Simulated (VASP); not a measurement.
# Ta (Immm) in VASP: single point with LDA

Aim: the single point of Ta with LDA.

All numbers are computed with VASP 6.6.1; they aren't measurements. Logs are shortened: lines on timing, memory, paths and dates and some standing lists are left out, and cuts for length are marked.

## 1. The cell of the first run

The structure is orthorhombic, space group Immm (No. 71). Conventional cell: a = 3.187 Å, b = 3.303 Å, c = 3.418 Å, α = 90.00°, β = 90.00°, γ = 90.00°. Within 3.8 Å of Ta (site symmetry mmm) lie 14 Ta at 2.86 to 3.42 Å.

## 2. Single point, LDA (strain +0.0350 x Voigt [1, -1, 0, 0, 0, 0])

File INCAR:

```
PREC = Accurate
ENCUT = 500
EDIFF = 1E-6
ISMEAR = 0
SIGMA = 0.2
LREAL = False
LASPH = True
NELM = 120
ALGO = Normal
ISIF = 2
LWAVE = False
LCHARG = False
NBANDS = 12
GGA_COMPAT = False
```

File KPOINTS:

```
Automatic mesh
0
Gamma
  20 20 20
```

File POSCAR:

```
Ta
1.0
   -1.7090748000      1.5934852000      1.6512800000
    1.7090748000     -1.5934852000      1.6512800000
    1.7090748000      1.5934852000     -1.6512800000
Ta
1
Direct
    0.0000000000      0.0000000000      0.0000000000
```

Potentials or basis: VASP PAW LDA potentials, release 64 (Ta_pv).

Launch:

```sh
cat potpaw_LDA.64/Ta_pv/POTCAR > POTCAR
mpirun -np 1 vasp_std > vasp.out
```

OUTCAR:

```text
PREC = Accurate
   ENCUT = 500
   EDIFF = 1E-6
   ISMEAR = 0
   LREAL = False
   LASPH = True
   NELM = 120
   ISIF = 2

 ion  position               nearest neighbor table
   1  0.000  0.000  0.000-

  LATTYP: Found a body centered orthorhombic cell.
 ALAT       =     3.1869704000
 B/A-ratio  =     1.0362694301
 C/A-ratio  =     1.0725388601

  Lattice vectors:

 A1 = (  -1.7090748000,  -1.5934852000,  -1.6512800000)
 A2 = (  -1.7090748000,   1.5934852000,   1.6512800000)
 A3 = (   1.7090748000,   1.5934852000,  -1.6512800000)

Analysis of symmetry for initial positions (statically):
=====================================================================
 Subroutine PRICEL returns:
 Original cell was already a primitive cell.

 Routine SETGRP: Setting up the symmetry group for a
 body centered orthorhombic supercell.

 Subroutine GETGRP returns: Found  8 space group operations
 (whereof  8 operations were pure point group operations)
 out of a pool of  8 trial point group operations.

The static configuration has the point symmetry D_2h.

Analysis of symmetry for dynamics (positions and initial velocities):
=====================================================================
 Subroutine PRICEL returns:
 Original cell was already a primitive cell.

 Routine SETGRP: Setting up the symmetry group for a
 body centered orthorhombic supercell.

 Subroutine GETGRP returns: Found  8 space group operations
 (whereof  8 operations were pure point group operations)
 out of a pool of  8 trial point group operations.

The dynamic configuration has the point symmetry D_2h.

 Subroutine INISYM returns: Found  8 space group operations
 (whereof  8 operations are pure point group operations),
 and found     1 'primitive' translations

----------------------------------------------------------------------------------------

                                     Primitive cell

  volume of cell :      17.9883

  direct lattice vectors                    reciprocal lattice vectors
    -1.709074800  1.593485200  1.651280000     0.000000000  0.313777624  0.302795407
     1.709074800 -1.593485200  1.651280000     0.292555949  0.000000000  0.302795407
     1.709074800  1.593485200 -1.651280000     0.292555949  0.313777624  0.000000000

  length of vectors
     2.861268494  2.861268494  2.861268494     0.436052125  0.421039240  0.429005106

  position of ions in fractional coordinates (direct lattice)
     0.000000000  0.000000000  0.000000000

  ion indices of the primitive-cell ions
   primitive index   ion index
                 1           1

----------------------------------------------------------------------------------------

 KPOINTS: Automatic mesh

Automatic generation of k-mesh.
 Grid dimensions read from file:
 generate k-points for:   20   20   20

 Generating k-lattice:

  Cartesian coordinates                     Fractional coordinates (reciprocal lattice)
     0.000000000  0.015688881  0.015139770     0.050000000  0.000000000  0.000000000
     0.014627797  0.000000000  0.015139770     0.000000000  0.050000000  0.000000000
     0.014627797  0.015688881  0.000000000     0.000000000  0.000000000  0.050000000

  Length of vectors
     0.021802606  0.021051962  0.021450255

  Shift w.r.t. Gamma in fractional coordinates (k-lattice)
     0.000000000  0.000000000  0.000000000

 Subroutine IBZKPT returns following result:
 ===========================================

 Found   1166 irreducible k-points:

 Following reciprocal coordinates:
            Coordinates               Weight
  0.000000  0.000000  0.000000      1.000000
  0.050000 -0.000000  0.000000      4.000000
  0.100000 -0.000000  0.000000      4.000000
  0.150000  0.000000  0.000000      4.000000
  0.200000 -0.000000  0.000000      4.000000
  0.250000  0.000000 -0.000000      4.000000
[... 16 lines left out ...]
 -0.450000  0.050000  0.000000      8.000000
 -0.400000  0.050000 -0.000000      8.000000
 [... further k-points ...]
   k-points           NKPTS =   1166   k-points in BZ     NKDIM =   1166   number of bands    NBANDS=     12
   number of dos      NEDOS =    301   number of ions     NIONS =      1
   total plane-waves  NPLWV =  13824
   dimension x,y,z NGX =    24 NGY =   24 NGZ =   24
   dimension x,y,z NGXF=    48 NGYF=   48 NGZF=   48
   ions per type =               1
   NGX,Y,Z   is equivalent  to a cutoff of  13.94, 13.94, 13.94 a.u.
   NGXF,Y,Z  is equivalent  to a cutoff of  27.89, 27.89, 27.89 a.u.
 SYSTEM =  unknown system
   PREC   = accura    normal or accurate (medium, high low for compatibility)
   ISTART =      0    job   : 0-new  1-cont  2-samecut
   ICHARG =      2    charge: 1-file 2-atom 10-const
   ISPIN  =      1    spin polarized calculation?
   LNONCOLLINEAR =      F non collinear calculations
   LSORBIT =      F    spin-orbit coupling
   LASPH  =      T    aspherical Exc in radial PAW
   ENCUT  =  500.0 eV  36.75 Ry    6.06 a.u.   5.22  5.22  5.22*2*pi/ulx,y,z
   NELM   =    120;   NELMIN=  2; NELMDL= -5     # of ELM steps
   EDIFF  = 0.1E-05   stopping-criterion for ELM
   LREAL  =      F    real-space projection
   EDIFFG = 0.1E-04   stopping-criterion for IOM
   NSW    =      0    number of steps for IOM
   IBRION =     -1    ionic relax: 0-MD 1-quasi-New 2-CG
   NFREE  =      0    steps in history (QN), initial steepest desc. (CG)
   ISIF   =      2    stress and relaxation
   ISYM   =      2    0-nonsym 1-usesym 2-fastsym
   POTIM  = 0.5000    time-step for ionic-motion
   TEBEG  =    0.0;   TEEND  =   0.0 temperature during run
   PSTRESS=    0.0 pullay stress
   NELECT =      11.0000    total number of electrons
   NUPDOWN=      -1.0000    fix difference up-down
   EMIN   =  10.00;   EMAX   =-10.00  energy-range for DOS
   EFERMI =   0.00;   METHOD = LEGACY
   ISMEAR =     0;   SIGMA  =   0.20  broadening in eV -4-tet -1-fermi 0-gaus
   EFERMI_NEDOS =   21; number of points for ismear=-14 and -15
   IALGO  =     38    algorithm
   IMIX   =      4    mixing-type and parameters
     AMIX     =   0.40;   BMIX     =  1.00
     AMIX_MAG =   1.60;   BMIX_MAG =  1.00
  volume/ion in A,a.u.               =      17.99       121.39
  Fermi-wavevector in a.u.,A,eV,Ry     =   1.389555  2.625878 26.270993  1.930864
  Thomas-Fermi vector in A             =   2.513575
   LORBIT       =      0    0 simple, 1 ext, 2 COOP (PROOUT), +10 PAW based schemes
   GGA     = CA    functional components
   LHFCALC =     F    Hartree Fock is set to
   AEXX    =    0.0000 exact exchange contribution
   IVDW    =     0    specifies the selected vdW correction
   LEPSILON=     F    determine dielectric tensor
   LRPA    =     F    only Hartree local field effects (RPA)
 non-spin polarized calculation
 Gauss-broadening in eV      SIGMA  =   0.20
  energy-cutoff  :      500.00
  volume of cell :       17.99
 maximum number of plane-waves:       467
 NGX is ok and might be reduce to    24
   NGX = 11   NGY = 11   NGZ = 11

 number of electron      11.0000000 magnetization

 Free energy of the ion-electron system (eV)
  ---------------------------------------------------
  ext. energy  EPLUGINS =         0.00000000
  ---------------------------------------------------
  free energy    TOTEN  =       -12.80774937 eV

  energy without entropy =      -12.78011255  energy(sigma->0) =      -12.79393096

 E-fermi :   5.4274     XC(G=0): -12.8019

 val. band max:        5.4254707214   @ k =   0.4500   0.1500   0.1000
 cond. band min:       5.4292108761   @ k =  -0.1500   0.2000   0.0500
 fundamental gap:      0.0037401547
 Fermi energy:         5.4274216218

 k-point     1 :       0.0000    0.0000    0.0000
  band No.  band energies     occupation
      1     -27.4880      2.00000
      2     -27.4846      2.00000
      3     -27.4747      2.00000
      4      -2.4368      2.00000
      5       5.6682      0.08872
      6       6.1434      0.00000
      7       6.5443      0.00000
      8       8.7798      0.00000
      9       9.8261      0.00000
     10      19.1034      0.00000
     11      19.9181      0.00000
     12      20.5029      0.00000

 k-point     2 :       0.0500   -0.0000    0.0000
  band No.  band energies     occupation
      1     -27.5122      2.00000
      2     -27.4986      2.00000
      3     -27.4803      2.00000
      4      -2.3193      2.00000
      5       5.6707      0.08533
      6       6.1696      0.00000
      7       6.5100      0.00000
      8       8.7885      0.00000
      9       9.7091      0.00000
     10      19.1034      0.00000
     11      20.1298      0.00000
     12      20.7034      0.00000

 k-point     3 :       0.1000   -0.0000    0.0000
  band No.  band energies     occupation
      1     -27.6035      2.00000
      2     -27.5293      2.00000
      3     -27.4843      2.00000
      4      -1.9768      2.00000
      5       5.5388      0.43115
      6       6.3820      0.00000
      7       6.4035      0.00000
      8       8.8194      0.00000
      9       9.4593      0.00000
     10      19.1033      0.00000
     11      20.7457      0.00000
     12      21.1129      0.00000
[... 286 lines left out ...]
 k-point    23 :      -0.4500    0.0500    0.0000
  band No.  band energies     occupation
      1     -28.6063      2.00000
      2     -27.8901      2.00000
      3     -27.5382      2.00000
      4       1.1418      2.00000
      5       3.5368      2.00000
      6       6.6240      0.00000
      7       9.6535      0.00000
      8      10.6233      0.00000
      9      12.5407      0.00000
     10      17.8684      0.00000
     11      17.9634      0.00000
     12      19.1225      0.00000

 k-point    24 :      -0.4000    0.0500   -0.0000
  band No.  band energies     occupation
      1     -28.5086      2.00000
      2     -27.8509      2.00000
      3     -27.5342      2.00000
      4       1.0905      2.00000
      5       3.7154      2.00000
      6       5.9334      0.00035
      7       9.5102      0.00000
      8      10.3937      0.00000
      9      11.4802      0.00000
     10      18.6275      0.00000
     11      18.9929      0.00000
     12      19.2703      0.00000

 [... further k-points ...]
[... 5 lines left out ...]
  --------------------------------------------------------------------------------------
  -------------------------------------------------------------------------------------
  Total       -1.2693802     -0.4591790     -0.8444551      0.0000000     -0.0000000      0.0000000
  in kB     -113.0609140    -40.8980627    -75.2137651      0.0000000     -0.0000000      0.0000000
  external PRESSURE =     -76.3909139 kB  Pullay stress =       0.0000000 kB

 VOLUME and BASIS-vectors are now :
 -----------------------------------------------------------------------------
  energy-cutoff  :      500.00
  volume of cell :       17.99
      direct lattice vectors                 reciprocal lattice vectors
    -1.709074800  1.593485200  1.651280000     0.000000000  0.313777624  0.302795407
     1.709074800 -1.593485200  1.651280000     0.292555949  0.000000000  0.302795407
     1.709074800  1.593485200 -1.651280000     0.292555949  0.313777624  0.000000000

 POSITION                                       TOTAL-FORCE (eV/Angst)
 -----------------------------------------------------------------------------------
      0.00000      0.00000      0.00000        -0.000000      0.000000      0.000000
 -----------------------------------------------------------------------------------
    total drift:                                0.000000      0.000000     -0.000000

  FREE ENERGIE OF THE ION-ELECTRON SYSTEM (eV)
  ---------------------------------------------------
  free  energy   TOTEN  =       -12.8077493696 eV

  energy  without entropy=      -12.7801125516  energy(sigma->0) =      -12.79393096
```

It took 51 s on 1 thread of Intel Xeon 6975P-C (Granite Rapids), shared host; peak memory 0.32 GiB.

Results:

```
Free energy            : -12.8077 eV
Pressure               : -7.6 GPa
Band gap on the k mesh : zero (an odd number of electrons rules out a gap without spin polarisation)
```

Caveat: the cell differs from its parent crystal (strain +0.0350 x Voigt [1, -1, 0, 0, 0, 0]); the cell stands under tension; spin-orbit coupling is left out, which moves the levels of the heavy elements.
